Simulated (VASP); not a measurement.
## SiC (Moissanite): relaxation of cell and atoms with revPBE+D3(BJ)

Crystal: SiC (Moissanite).

```
CELL_PARAMETERS angstrom
3.07600 0.00000 0.00000
-1.53800 2.66389 0.00000
0.00000 0.00000 5.04800
ATOMIC_POSITIONS crystal
Si 0.33333 0.66667 0.00000
Si 0.66667 0.33333 0.50000
C 0.33333 0.66667 0.38500
C 0.66667 0.33333 0.88500
```

```yaml
Program: VASP 6.6.1
Task: relaxation of cell and atoms
Functional: revPBE
Dispersion: D3(BJ)
Potentials_or_basis: VASP PAW PBE potentials, release 64 (Si, C)
Cutoff: 600 eV
k_mesh: 12 × 12 × 4
Occupations: gaussian, width 0.01 eV
Spin: no spin polarisation
Dipole_correction: no
Further_INCAR_settings: ALGO = Normal; EDIFF = 1e-06; IBRION = 2; EDIFFG = -0.01; NSW = 80; ISIF = 3
```

The relaxed volume is 10.15 Å³/atom and the relaxed cell is a = 3.057 Å, b = 3.057 Å, c = 5.016 Å, α = 90.00°, β = 90.00°, γ = 120.00°. The space group after relaxing (to 0.05 Å) is P6_3mc (No. 186) and the energy gained by relaxing is 11.7 meV/atom. The ionic steps are 8 and the pressure after relaxing is 0.0 GPa. The band gap on the k mesh is 2.27 eV, indirect (least direct gap 4.03 eV) and the dispersion energy per atom is -0.610 eV.

Step by step:
```
step  energy change (eV)  largest force (eV/Å)  pressure (GPa)  volume (Å³)
   1              0.0000                0.7598           -3.83        41.36
   2             -0.0009                0.7787            4.30        39.90
   3             -0.0437                0.0757           -0.04        40.59
   4             -0.0437                0.0597            0.05        40.58
   5             -0.0466                0.0010            0.42        40.52
   6             -0.0467                0.0086            0.36        40.53
   7             -0.0467                0.0072           -0.29        40.64
   8             -0.0468                0.0002            0.01        40.59
```

Final structure:
```xyz
4
Lattice="3.0567 0.0000 0.0000 -1.5284 2.6472 0.0000 0.0000 0.0000 5.0160" Properties=species:S:1:pos:R:3 pbc="T T T"
Si    0.0000    1.7648    0.0232
Si    1.5284    0.8824    2.5312
C     0.0000    1.7648    1.9080
C     1.5284    0.8824    4.4160
```

Levels at points of the mesh, in eV from the valence-band top:
```csv
k point,band 6,band 7,band 8,band 9,band 10,band 11
"(0.00, 0.00, 0.00)",-0.11,0.00,0.00,4.99,6.43,6.81
"(0.50, 0.00, 0.00)",-3.35,-3.33,-1.20,2.83,4.26,7.06
"(0.00, 0.00, 0.50)",-0.71,-0.71,-0.71,6.09,6.09,7.48
"(0.50, 0.00, 0.50)",-2.46,-2.35,-2.35,3.34,3.34,5.37
```

Run time: 76 s on 1 thread of AMD EPYC 9R45 96-Core Processor (Zen 5) (shared host), peak memory 0.17 GiB.

Caveat: the PAW data sets were made with another functional, which shifts forces and pressure a little. A k mesh can miss the band edges.
